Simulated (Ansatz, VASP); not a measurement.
**B6N: VASP beside Ansatz**

```
CELL_PARAMETERS angstrom
0.00000 2.96409 2.96409
2.96409 0.00000 2.96409
2.96409 2.96409 0.00000
ATOMIC_POSITIONS crystal
B 0.29886 0.70114 0.70114
B 0.70114 0.29886 0.29886
B 0.70114 0.29886 0.70114
B 0.29886 0.70114 0.29886
B 0.70114 0.70114 0.29886
B 0.29886 0.29886 0.70114
N 0.00000 0.00000 0.00000
```

Alike in both runs: functional PBE; k mesh 5 × 5 × 5; occupations gaussian, width 0.2 eV; no spin polarisation.

Ansatz relaxed the structure, and its values are those at the end. VASP's run is a single point on that final structure, the one shown.

```csv
,VASP,Ansatz
version,VASP 6.6.1,Ansatz 0.2.0
potentials or method,"VASP PAW PBE potentials, release 64 (B, N), cutoff 600 eV","scalar-relativistic, plane waves, PAW"
valence electrons in the cell,23,23
```

|  | VASP | Ansatz | Ansatz less VASP |
| --- | --- | --- | --- |
| gap on the k mesh at the Fermi level (eV) | none | none | - |
| pressure (GPa) | -0.1 | -0.1 | -0.01 |
| rms of the force components (eV/Å) | 0.027 | 0.005 | -0.0215 |

A gap of «none» marks a metal or a gap that the smearing closes. With one functional, cell and mesh, what is left measures potentials, basis and numerics.

The k mesh is coarse, so the values compare programs but aren't converged.
